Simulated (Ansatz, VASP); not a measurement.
CdPtC6N6: VASP beside Ansatz

INCAR

```
ALGO = Normal
EDIFF = 1E-6
ENCUT = 520
GGA = PE
ISIF = 2
ISMEAR = 0
LASPH = True
LCHARG = False
LREAL = False
LWAVE = False
NBANDS = 51
NELM = 100
PREC = Accurate
SIGMA = 0.1
```

File KPOINTS:

```
k-points
0
Gamma
  4 4 4
```

POSCAR

```
CdPtC6N6
1.0
    0.0000000000      5.4710500000      5.4710500000
    5.4710500000      0.0000000000      5.4710500000
    5.4710500000      5.4710500000      0.0000000000
Cd Pt C N
1 1 6 6
Direct
    0.5000000000      0.5000000000      0.5000000000
    0.0000000000      0.0000000000      0.0000000000
    0.8144000000      0.1856000000      0.1856000000
    0.1856000000      0.8144000000      0.1856000000
    0.1856000000      0.8144000000      0.8144000000
    0.8144000000      0.1856000000      0.8144000000
    0.1856000000      0.1856000000      0.8144000000
    0.8144000000      0.8144000000      0.1856000000
    0.7143000000      0.2857000000      0.2857000000
    0.2857000000      0.7143000000      0.2857000000
    0.2857000000      0.7143000000      0.7143000000
    0.7143000000      0.2857000000      0.7143000000
    0.2857000000      0.2857000000      0.7143000000
    0.7143000000      0.7143000000      0.2857000000
```

Input for Ansatz:

```yaml
crystal:
  lattice:
    - [0.0, 5.47105, 5.47105]
    - [5.47105, 0.0, 5.47105]
    - [5.47105, 5.47105, 0.0]
  atoms:
    - { symbol: Cd, position: [0.5, 0.5, 0.5] }
    - { symbol: Pt, position: [0.0, 0.0, 0.0] }
    - { symbol: C, position: [0.8144, 0.1856, 0.1856] }
    - { symbol: C, position: [0.1856, 0.8144, 0.1856] }
    - { symbol: C, position: [0.1856, 0.8144, 0.8144] }
    - { symbol: C, position: [0.8144, 0.1856, 0.8144] }
    - { symbol: C, position: [0.1856, 0.1856, 0.8144] }
    - { symbol: C, position: [0.8144, 0.8144, 0.1856] }
    - { symbol: "N", position: [0.7143, 0.2857, 0.2857] }
    - { symbol: "N", position: [0.2857, 0.7143, 0.2857] }
    - { symbol: "N", position: [0.2857, 0.7143, 0.7143] }
    - { symbol: "N", position: [0.7143, 0.2857, 0.7143] }
    - { symbol: "N", position: [0.2857, 0.2857, 0.7143] }
    - { symbol: "N", position: [0.7143, 0.7143, 0.2857] }
basis:
  ecutwfc: 420
kpoints:
  mp_grid: { grid: [4, 4, 4] }
hamiltonian:
  xc: pbe
scf:
  occupations: { method: gaussian, width: 0.1 }
output:
  forces: true
  stress: true
  eigenvalues: true
```

Alike in both runs: task single point; functional PBE; k mesh 4 × 4 × 4; occupations gaussian, width 0.1 eV; no spin polarisation.

```csv
,VASP,Ansatz
version,VASP 6.6.1,Ansatz 0.2.0
potentials or method,"VASP PAW PBE potentials, release 64 (Cd, Pt, C, N), cutoff 520 eV","scalar-relativistic, plane waves, PAW"
valence electrons in the cell,76,92
```

Ansatz gave:

- gap on the k mesh at the Fermi level (eV): 5.47
- least direct gap on the mesh (eV): 5.65
- pressure (GPa): 9.3
- rms of the force components (eV/Å): 4.867

Problem. What did VASP give for the same quantities?

Solution. gap on the k mesh at the Fermi level (eV): 5.43; least direct gap on the mesh (eV): 5.60; pressure (GPa): 10.2; rms of the force components (eV/Å): 5.397.

Atom by atom the forces differ by 0.531 eV/Å (rms over components). VASP's potentials hold 76 valence electrons a cell and Ansatz's 92, so a difference there can come from the potentials and not from the codes.

Neither program's run includes spin-orbit coupling. Noted on VASP's run: the standard files for N, O and F lose accuracy on very short bonds.
